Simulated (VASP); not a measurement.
Wanted: the native input for a VASP 6.6.1 run.

- Task: G0W0 quasiparticle levels
- Functional: PBE
- Potentials or basis: VASP PAW PBE potentials, release 64 (Si_GW, C_GW)
- Cutoff: 500 eV
- k mesh: 6 × 6 × 4
- Occupations: gaussian, width 0.01 eV
- Spin: no spin polarisation
- Dipole correction: no
- GW scheme: G0W0
- GW iterations: 1
- Cutoff of the response function: 80
- Frequency points: 96
- Empty bands: 67
- Further INCAR settings: ALGO = EVGW0; EDIFF = 1e-08; NBANDS = 75

The system is SiC.

```
Si C
1.0
     3.07536    0.00000    0.00000
    -1.53768    2.66334    0.00000
     0.00000    0.00000    5.04811
Si C
2 2
Cartesian
  0.0000 1.7756 2.5220
  1.5377 0.8878 5.0460
  0.0000 1.7756 4.4192
  1.5377 0.8878 1.8951
```

The input as run:

POSCAR

```
SiC
1.0
    3.0753564100      0.0000000000      0.0000000000
   -1.5376782050      2.6633367767      0.0000000000
    0.0000000000      0.0000000000      5.0481087359
Si C
2 2
Direct
    0.3333333333      0.6666666667      0.4995917744
    0.6666666667      0.3333333333      0.9995917744
    0.3333333333      0.6666666667      0.8754082256
    0.6666666667      0.3333333333      0.3754082256
```

INCAR.step1

```
SYSTEM = SiC
  PREC = Accurate
  ENCUT = 500
  EDIFF = 1E-8
  ISMEAR = 0
  SIGMA = 0.01
  LREAL = .FALSE.
  LASPH = .TRUE.
  NELM = 100
  ALGO = Normal
  LWAVE = .TRUE.
  LCHARG = .FALSE.
  GGA = PE
```

INCAR.step2

```
SYSTEM = SiC
  PREC = Accurate
  ENCUT = 500
  EDIFF = 1E-8
  ISMEAR = 0
  SIGMA = 0.01
  LREAL = .FALSE.
  LASPH = .TRUE.
  NELM = 1
  ALGO = Exact
  LWAVE = .TRUE.
  LCHARG = .FALSE.
  GGA = PE
  NBANDS = 75
  LOPTICS = .TRUE.
  ISTART = 1
```

INCAR.step3

```
SYSTEM = SiC
  PREC = Accurate
  ENCUT = 500
  EDIFF = 1E-8
  ISMEAR = 0
  SIGMA = 0.01
  LREAL = .FALSE.
  LASPH = .TRUE.
  ALGO = EVGW0
  LWAVE = .FALSE.
  LCHARG = .FALSE.
  GGA = PE
  NELMGW = 1
  NBANDS = 75
  ENCUTGW = 80.0
  NOMEGA = 96
  PRECFOCK = Fast
  ISTART = 1
  NBANDSGW = 16
  OMEGAMAX = 30
```

KPOINTS

```
regular mesh
0
G
  6 6 4
  0 0 0
```

Potentials or basis: VASP PAW PBE potentials, release 64 (Si_GW, C_GW).

Run with:

```sh
$ cat potpaw_PBE.64/Si_GW/POTCAR potpaw_PBE.64/C_GW/POTCAR > POTCAR
$ cp INCAR.step1 INCAR
$ mpirun -np 1 vasp_std > vasp.out
$ cp INCAR.step2 INCAR
$ mpirun -np 1 vasp_std > vasp.out
$ cp INCAR.step3 INCAR
$ mpirun -np 1 vasp_std > vasp.out
```

It gave:

```
Quasiparticle gap                                   : 2.78 eV
Least direct quasiparticle gap                      : 4.76 eV
Band gap of the starting levels on the mesh         : 2.27 eV
Least direct gap of the starting levels on the mesh : 3.97 eV
```

Caveat: the k points lie up to 0.39 Å⁻¹ apart; bands, screening cutoff and mesh are small and nothing is extrapolated, so the quasiparticle values aren't converged.

Wall time 4.3 min on 1 thread of Intel(R) Xeon(R) 6975P-C (Granite Rapids), on a shared host, peak memory 0.67 GiB.
